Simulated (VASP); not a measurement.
The system is Se.

```xyz
1
Lattice="0.0000 2.2175 2.2175 2.2175 0.0000 2.2175 2.2175 2.2175 0.0000" Properties=species:S:1:pos:R:3 pbc="T T T"
Se    0.0000    0.0000    0.0000
```

This isn't the form of Se at room conditions, which is trigonal, of chains.

| Property | Result |
| --- | --- |
| Program | VASP 6.6.1 |
| Task | relaxation of cell and atoms |
| Functional | revPBE |
| Potentials or basis | VASP PAW PBE potentials, release 64 (Se) |
| Cutoff | 600 eV |
| k mesh | 12 × 12 × 12 |
| Occupations | fermi-dirac, width 0.1 eV |
| Spin | no spin polarisation |

At the start: pressure -2.7 GPa; volume 21.81 Å³/atom.

How do energy, volume and symmetry change on relaxing?

Over 3 steps the energy falls by 8.4 meV/atom and the volume is 20.83 Å³/atom (-4.5 %); space group Fm-3m (No. 225, to 0.1 Å) before and after.

The path:
| step | energy change (eV) | largest force (eV/Å) | pressure (GPa) | volume (Å³) |
| --- | --- | --- | --- | --- |
| 1 | 0.0000 | 0.0000 | -2.66 | 21.81 |
| 2 | -0.0082 | 0.0000 | 0.47 | 20.69 |
| 3 | -0.0084 | 0.0000 | 0.00 | 20.83 |

Final structure:
```
Se
1.0
     0.00000    2.18399    2.18399
     2.18399    0.00000    2.18399
     2.18399    2.18399    0.00000
Se
1
Direct
  0.00000 0.00000 0.00000
```

Caveat: the PAW data sets were made with another functional, which shifts forces and pressure a little.
